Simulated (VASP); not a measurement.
# Sb (P6/mmm) in VASP: notebook

Sb is run at these levels: PBE; tasks: density of states.

All numbers are computed with VASP 6.6.1; they aren't measurements. Logs are shortened: lines on timing, memory, paths and dates and some standing lists are left out, and cuts for length are marked.

### 1 The cell of the first run

The structure is hexagonal, space group P6/mmm (No. 191). The conventional cell has a = 3.283 Å, b = 3.283 Å, c = 3.124 Å, α = 90.00°, β = 90.00°, γ = 120.00°. Sb (site symmetry 6/mmm) has 8 Sb at 3.12 to 3.28 Å within 4.1 Å.

### 2 Density of states, PBE

POSCAR

```
Sb
1.0
    3.2831458784      0.0000000000      0.0000000000
   -1.6415729392      2.8432877350      0.0000000000
    0.0000000000      0.0000000000      3.1236043229
Sb
1
Direct
    0.0000000000      0.0000000000      0.0000000000
```

INCAR.step1

```
PREC = Accurate ; ENCUT = 520
EDIFF = 1E-7 ; ISMEAR = -1
SIGMA = 0.05 ; LREAL = False
LASPH = True ; NELM = 100
ALGO = Normal ; ISIF = 2
LWAVE = False ; LCHARG = True
GGA = PE ; NBANDS = 8
```

KPOINTS.step1

```
regular mesh
0
Gamma
  13 13 12
```

INCAR.step2

```
PREC = Accurate ; ENCUT = 520
EDIFF = 1E-7 ; ISMEAR = -5
SIGMA = 0.05 ; LREAL = False
LASPH = True ; NELM = 100
ALGO = Normal ; ISIF = 2
LWAVE = False ; LCHARG = False
GGA = PE ; LORBIT = 11
NEDOS = 2001 ; ICHARG = 11
```

KPOINTS.step2

```
regular mesh
0
Gamma
  20 20 18
```

Potentials or basis: VASP PAW PBE potentials, release 64 (Sb).

On the command line:

```bash
$ cat potpaw_PBE.64/Sb/POTCAR > POTCAR
$ cp INCAR.step1 INCAR
$ cp KPOINTS.step1 KPOINTS
$ mpirun -np 1 vasp_std > vasp.out
$ cp INCAR.step2 INCAR
$ cp KPOINTS.step2 KPOINTS
$ mpirun -np 1 vasp_std > vasp.out
```

OUTCAR:

```text
PREC = Accurate
   ENCUT = 520
   EDIFF = 1E-7
   ISMEAR = -5
   LREAL = False
   LASPH = True
   NELM = 100
   ISIF = 2
   GGA = PE
   LORBIT = 11
   ICHARG = 11

 ion  position               nearest neighbor table
   1  0.000  0.000  0.000-

  LATTYP: Found a hexagonal cell.
 ALAT       =     3.2831458784
 C/A-ratio  =     0.9514058889

  Lattice vectors:

 A1 = (   3.2831458784,   0.0000000000,   0.0000000000)
 A2 = (  -1.6415729392,   2.8432877350,   0.0000000000)
 A3 = (   0.0000000000,   0.0000000000,   3.1236043229)

Analysis of symmetry for initial positions (statically):
=====================================================================
 Subroutine PRICEL returns:
 Original cell was already a primitive cell.

 Routine SETGRP: Setting up the symmetry group for a
 hexagonal supercell.

 Subroutine GETGRP returns: Found 24 space group operations
 (whereof 24 operations were pure point group operations)
 out of a pool of 24 trial point group operations.

The static configuration has the point symmetry D_6h.

Analysis of symmetry for dynamics (positions and initial velocities):
=====================================================================
 Subroutine PRICEL returns:
 Original cell was already a primitive cell.

 Routine SETGRP: Setting up the symmetry group for a
 hexagonal supercell.

 Subroutine GETGRP returns: Found 24 space group operations
 (whereof 24 operations were pure point group operations)
 out of a pool of 24 trial point group operations.

The dynamic configuration has the point symmetry D_6h.

 Subroutine INISYM returns: Found 24 space group operations
 (whereof 24 operations are pure point group operations),
 and found     1 'primitive' translations

----------------------------------------------------------------------------------------

                                     Primitive cell

  volume of cell :      29.1586

  direct lattice vectors                    reciprocal lattice vectors
     3.283145878  0.000000000  0.000000000     0.304585918  0.175852762  0.000000000
    -1.641572939  2.843287735  0.000000000     0.000000000  0.351705523  0.000000000
     0.000000000  0.000000000  3.123604323     0.000000000  0.000000000  0.320142981

  length of vectors
     3.283145878  3.283145878  3.123604323     0.351705523  0.351705523  0.320142981

  position of ions in fractional coordinates (direct lattice)
     0.000000000  0.000000000  0.000000000

  ion indices of the primitive-cell ions
   primitive index   ion index
                 1           1

----------------------------------------------------------------------------------------

 KPOINTS: regular mesh

Automatic generation of k-mesh.
 Grid dimensions read from file:
 generate k-points for:   20   20   18

 Generating k-lattice:

  Cartesian coordinates                     Fractional coordinates (reciprocal lattice)
     0.015229296  0.008792638  0.000000000     0.050000000  0.000000000  0.000000000
     0.000000000  0.017585276  0.000000000     0.000000000  0.050000000  0.000000000
     0.000000000  0.000000000  0.017785721     0.000000000  0.000000000  0.055555556

  Length of vectors
     0.017585276  0.017585276  0.017785721

  Shift w.r.t. Gamma in fractional coordinates (k-lattice)
     0.000000000  0.000000000  0.000000000

 TETIRR: Found   7380 inequivalent tetrahedra from    43200

 Subroutine IBZKPT returns following result:
 ===========================================

 Found    440 irreducible k-points:

 Following reciprocal coordinates:
            Coordinates               Weight
  0.000000  0.000000  0.000000      1.000000
  0.050000 -0.000000  0.000000      6.000000
  0.100000  0.000000  0.000000      6.000000
  0.150000 -0.000000  0.000000      6.000000
  0.200000  0.000000  0.000000      6.000000
  0.250000 -0.000000  0.000000      6.000000
[... 16 lines left out ...]
  0.200000  0.100000  0.000000     12.000000
  0.250000  0.100000  0.000000     12.000000
 [... further k-points ...]
   k-points           NKPTS =    440   k-points in BZ     NKDIM =    440   number of bands    NBANDS=      6
   number of dos      NEDOS =   2001   number of ions     NIONS =      1
   total plane-waves  NPLWV =  13824
   dimension x,y,z NGX =    24 NGY =   24 NGZ =   24
   dimension x,y,z NGXF=    48 NGYF=   48 NGZF=   48
   ions per type =               1
   NGX,Y,Z   is equivalent  to a cutoff of  12.15, 12.15, 12.77 a.u.
   NGXF,Y,Z  is equivalent  to a cutoff of  24.31, 24.31, 25.55 a.u.
 SYSTEM =  unknown system
   PREC   = accura    normal or accurate (medium, high low for compatibility)
   ISTART =      0    job   : 0-new  1-cont  2-samecut
   ICHARG =     11    charge: 1-file 2-atom 10-const
   ISPIN  =      1    spin polarized calculation?
   LNONCOLLINEAR =      F non collinear calculations
   LSORBIT =      F    spin-orbit coupling
   LASPH  =      T    aspherical Exc in radial PAW
   ENCUT  =  520.0 eV  38.22 Ry    6.18 a.u.   6.10  6.10  5.81*2*pi/ulx,y,z
   NELM   =    100;   NELMIN=  2; NELMDL=  0     # of ELM steps
   EDIFF  = 0.1E-06   stopping-criterion for ELM
   LREAL  =      F    real-space projection
   EDIFFG = 0.1E-05   stopping-criterion for IOM
   NSW    =      0    number of steps for IOM
   IBRION =     -1    ionic relax: 0-MD 1-quasi-New 2-CG
   NFREE  =      0    steps in history (QN), initial steepest desc. (CG)
   ISIF   =      2    stress and relaxation
   ISYM   =      2    0-nonsym 1-usesym 2-fastsym
   POTIM  = 0.5000    time-step for ionic-motion
   TEBEG  =    0.0;   TEEND  =   0.0 temperature during run
   PSTRESS=    0.0 pullay stress
   NELECT =       5.0000    total number of electrons
   NUPDOWN=      -1.0000    fix difference up-down
   EMIN   =  10.00;   EMAX   =-10.00  energy-range for DOS
   EFERMI =   0.00;   METHOD = LEGACY
   ISMEAR =    -5;   SIGMA  =   0.05  broadening in eV -4-tet -1-fermi 0-gaus
   EFERMI_NEDOS =   21; number of points for ismear=-14 and -15
   IALGO  =     38    algorithm
   IMIX   =      4    mixing-type and parameters
     AMIX     =   0.40;   BMIX     =  1.00
     AMIX_MAG =   1.60;   BMIX_MAG =  1.00
  volume/ion in A,a.u.               =      29.16       196.77
  Fermi-wavevector in a.u.,A,eV,Ry     =   0.909514  1.718731 11.254941  0.827215
  Thomas-Fermi vector in A             =   2.033567
   LORBIT       =     11    0 simple, 1 ext, 2 COOP (PROOUT), +10 PAW based schemes
   GGA     = PE    functional components
   LHFCALC =     F    Hartree Fock is set to
   AEXX    =    0.0000 exact exchange contribution
   IVDW    =     0    specifies the selected vdW correction
   LEPSILON=     F    determine dielectric tensor
   LRPA    =     F    only Hartree local field effects (RPA)
 non-spin polarized calculation
 Fermi weights with tetrahedron method with Bloechl corrections
  energy-cutoff  :      520.00
  volume of cell :       29.16
 maximum number of plane-waves:       810

 number of electron       5.0000001 magnetization

 Free energy of the ion-electron system (eV)
  ---------------------------------------------------
  ext. energy  EPLUGINS =         0.00000000
  ---------------------------------------------------
  free energy    TOTEN  =        -3.98972046 eV

  energy without entropy =       -3.98972046  energy(sigma->0) =       -3.98972046

 E-fermi :   7.4959     XC(G=0):  -9.7977

 val. band max:        7.5597819708   @ k =   0.4000   0.1500   0.2778
 cond. band min:       7.3361643128   @ k =   0.2500  -0.0000   0.2222
 fundamental gap:     -0.2236176580
 Fermi energy:         7.4959442766

 k-point     1 :       0.0000    0.0000    0.0000
  band No.  band energies     occupation
      1      -4.9946      2.00000
      2      10.4640      0.00000
      3      11.9352      0.00000
      4      11.9352      0.00000
      5      14.2323      0.00000
      6      17.1188      0.00000

 k-point     2 :       0.0500   -0.0000    0.0000
  band No.  band energies     occupation
      1      -4.9497      2.00000
      2      10.5085      0.00000
      3      11.4614      0.00000
      4      11.8068      0.00000
      5      14.3251      0.00000
      6      16.6773      0.00000

 k-point     3 :       0.1000    0.0000    0.0000
  band No.  band energies     occupation
      1      -4.8153      2.00000
      2      10.3811      0.00000
      3      10.6410      0.00000
      4      11.4715      0.00000
      5      14.4847      0.00000
      6      15.8934      0.00000

 k-point     4 :       0.1500   -0.0000    0.0000
  band No.  band energies     occupation
      1      -4.5926      2.00000
      2       9.0804      0.00000
      3      10.8576      0.00000
      4      11.0273      0.00000
      5      14.5931      0.00000
      6      15.3240      0.00000

 k-point     5 :       0.2000    0.0000    0.0000
  band No.  band energies     occupation
      1      -4.2841      2.00000
      2       7.7287      0.54103
      3      10.5550      0.00000
      4      11.1515      0.00000
      5      14.3845      0.00000
      6      15.2396      0.00000

 k-point     6 :       0.2500   -0.0000    0.0000
  band No.  band energies     occupation
      1      -3.8943      2.00000
      2       6.4025      2.08090
      3      10.1058      0.00000
      4      11.5113      0.00000
      5      13.9863      0.00000
      6      15.5133      0.00000

 k-point     7 :       0.3000   -0.0000    0.0000
  band No.  band energies     occupation
      1      -3.4324      2.00000
      2       5.1467      2.00000
      3       9.7107      0.00000
      4      11.9188      0.00000
      5      13.6286      0.00000
      6      15.9130      0.00000

 k-point     8 :       0.3500    0.0000    0.0000
  band No.  band energies     occupation
      1      -2.9171      2.00000
      2       3.9996      2.00000
      3       9.3885      0.00000
      4      12.3443      0.00000
      5      13.3466      0.00000
      6      16.4016      0.00000
[... 91 lines left out ...]
 k-point    19 :       0.4000    0.0500    0.0000
  band No.  band energies     occupation
      1      -2.1204      2.00000
      2       2.6426      2.00000
      3       8.6697      0.00000
      4      12.9283      0.00000
      5      13.5276      0.00000
      6      17.3158      0.00000

 k-point    20 :       0.4500    0.0500    0.0000
  band No.  band energies     occupation
      1      -1.7795      2.00000
      2       2.1182      2.00000
      3       8.5704      0.00000
      4      13.1388      0.00000
      5      13.4488      0.00000
      6      17.9844      0.00000

 k-point    21 :       0.1000    0.1000    0.0000
  band No.  band energies     occupation
      1      -4.4598      2.00000
      2       8.6611      0.00000
      3      10.3159      0.00000
      4      10.9852      0.00000
      5      14.8415      0.00000
      6      15.8865      0.00000

 k-point    22 :       0.1500    0.1000    0.0000
  band No.  band energies     occupation
      1      -4.1529      2.00000
      2       7.5423      0.93881
      3       9.6082      0.00000
      4      11.2749      0.00000
      5      15.0781      0.00000
      6      15.8222      0.00000

 k-point    23 :       0.2000    0.1000    0.0000
  band No.  band energies     occupation
      1      -3.7658      2.00000
      2       6.3537      2.02469
      3       9.0097      0.00000
      4      11.6294      0.00000
      5      15.1874      0.00000
      6      15.7810      0.00000

 k-point    24 :       0.2500    0.1000    0.0000
  band No.  band energies     occupation
      1      -3.3079      2.00000
      2       5.1785      2.00000
      3       8.5272     -0.01553
      4      12.0303      0.00000
      5      15.0214      0.00000
      6      16.0737      0.00000

 [... further k-points ...]
[... 5 lines left out ...]
  --------------------------------------------------------------------------------------
  -------------------------------------------------------------------------------------
  Total        0.0097078      0.0097078     -0.0759660      0.0000000      0.0000000      0.0000000
  in kB        0.5334134      0.5334134     -4.1740992      0.0000000      0.0000000      0.0000000
  external PRESSURE =      -1.0357575 kB  Pullay stress =       0.0000000 kB

 VOLUME and BASIS-vectors are now :
 -----------------------------------------------------------------------------
  energy-cutoff  :      520.00
  volume of cell :       29.16
      direct lattice vectors                 reciprocal lattice vectors
     3.283145878  0.000000000  0.000000000     0.304585918  0.175852762  0.000000000
    -1.641572939  2.843287735  0.000000000     0.000000000  0.351705523  0.000000000
     0.000000000  0.000000000  3.123604323     0.000000000  0.000000000  0.320142981

 POSITION                                       TOTAL-FORCE (eV/Angst)
 -----------------------------------------------------------------------------------
      0.00000      0.00000      0.00000        -0.000000      0.000000      0.000000
 -----------------------------------------------------------------------------------
    total drift:                               -0.000000      0.000000     -0.000000

  FREE ENERGIE OF THE ION-ELECTRON SYSTEM (eV)
  ---------------------------------------------------
  free  energy   TOTEN  =        -3.9897204591 eV

  energy  without entropy=       -3.9897204591  energy(sigma->0) =       -3.98972046

 total charge

# of ion       s       p       d       tot
------------------------------------------
    1        1.240   1.070   0.035   2.346
```

Wall time 21 s (1 thread of Intel Xeon 6975P-C (Granite Rapids), shared host); peak memory 0.2 GiB.

Results:

- Valence electrons inside the program's atomic spheres: Sb 2.35

Levels at points of the mesh, in eV from the Fermi level:
```
           k point  band 1  band 2  band 3  band 4  band 5
(0.00, 0.00, 0.00)  -12.49    2.97    4.44    4.44    6.74
(0.50, 0.00, 0.00)   -9.25   -5.49    1.46    5.49    5.65
(0.00, 0.00, 0.50)  -10.16   -5.68    6.37    6.37   11.38
(0.50, 0.00, 0.50)   -6.70   -3.53   -2.97    2.36    3.34
```

Caveat: spin-orbit coupling is left out, which moves the levels of the heavy elements; tetrahedron occupations give inexact forces and stress in metals.

(Continued in part 2 of 2.)
